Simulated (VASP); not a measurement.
Here is a VASP 6.6.1 calculation.

Contents of INCAR:

```
PREC = Accurate ; ENCUT = 600
EDIFF = 1E-7 ; ISMEAR = 0
SIGMA = 0.2 ; LREAL = False
LASPH = True ; NELM = 120
ALGO = Normal ; ISIF = 3
LWAVE = False ; LCHARG = False
GGA = PE ; IBRION = 2
NSW = 36 ; EDIFFG = -0.08
GGA_COMPAT = False ; NELMIN = 4
```

The input KPOINTS:

```
Automatic mesh
0
Gamma
  5 5 2
```

The input POSCAR:

```
Be4ZnTe
1.0
    2.9245675200      0.0000000000      0.0000000000
    0.0000000000      2.9245675200      0.0000000000
    0.0000000000      0.0000000000      8.5303687400
Be Zn Te
4 1 1
Direct
    0.5000000000      0.5000000000      0.2433270100
    0.0000000000      0.0000000000      0.7440829900
    0.5000000000      0.5000000000      0.9182549700
    0.0000000000      0.0000000000      0.0755200000
    0.0000000000      0.0000000000      0.3720980000
    0.5000000000      0.5000000000      0.6467160000
```

Potentials or basis: VASP PAW PBE potentials, release 64 (Be, Zn, Te).

The run is started by

```bash
$ cat potpaw_PBE.64/Be/POTCAR potpaw_PBE.64/Zn/POTCAR potpaw_PBE.64/Te/POTCAR > POTCAR
$ mpirun -np 1 vasp_std > vasp.out
```

**Question.** What does it give for the band gap on the k mesh?

**Answer.** Zero (bands 13 and 14 overlap by 3.40 eV).

**Question.** Estimate the relaxed volume.

**Answer.** 14.00 Å³/atom.

**Question.** Estimate the relaxed cell.

**Answer.** a = 3.024 Å, b = 3.024 Å, c = 9.188 Å, α = 90.00°, β = 90.00°, γ = 90.00°.

**Question.** Estimate the space group after relaxing (to 0.1 Å).

**Answer.** P4mm (No. 99).

Step by step:
```
step  energy change (eV)  largest force (eV/Å)  pressure (GPa)  volume (Å³)
   1              0.0000                3.4724           22.07        72.96
   2             -1.4726                1.0563           -6.25        92.00
   3             -1.5068                1.3227           -3.67        88.77
   4             -1.8450                1.1282           -2.83        86.40
   5             -2.0572                0.9151            4.92        79.08
   6             -2.1747                0.8172           -0.06        82.71
   7             -2.2074                0.6816            1.06        81.65
   8             -2.2080                0.6372            1.41        81.37
   9             -2.3177                0.5149            0.56        82.26
  10             -2.3430                0.6505            0.20        82.94
  11             -2.4678                0.3769           -0.70        83.72
  12             -2.5401                0.8080           -0.95        84.63
  13             -2.6214                0.6638            0.08        83.50
  14             -2.5552                1.0732            5.03        80.45
  15             -2.6610                0.3755            1.20        82.58
  16             -2.6630                0.3324            1.80        82.23
  17             -2.6742                0.5004           -0.30        84.91
  18             -2.6825                0.4071            0.45        83.85
  19             -2.6946                0.1239           -0.47        84.75
  20             -2.6947                0.1208           -0.49        84.78
  21             -2.6965                0.0486            0.28        84.01
```

Caveat: the k points lie up to 0.42 Å⁻¹ apart in the final cell, too coarse for converged energies and pressures of a metal; the volume moved by over 15 % at a fixed basis, so the end points are rough; spin-orbit coupling is left out, which moves the levels of the heavy elements; the relaxation stopped at a loose force limit of 0.08 eV/Å, so its end isn't a converged minimum.
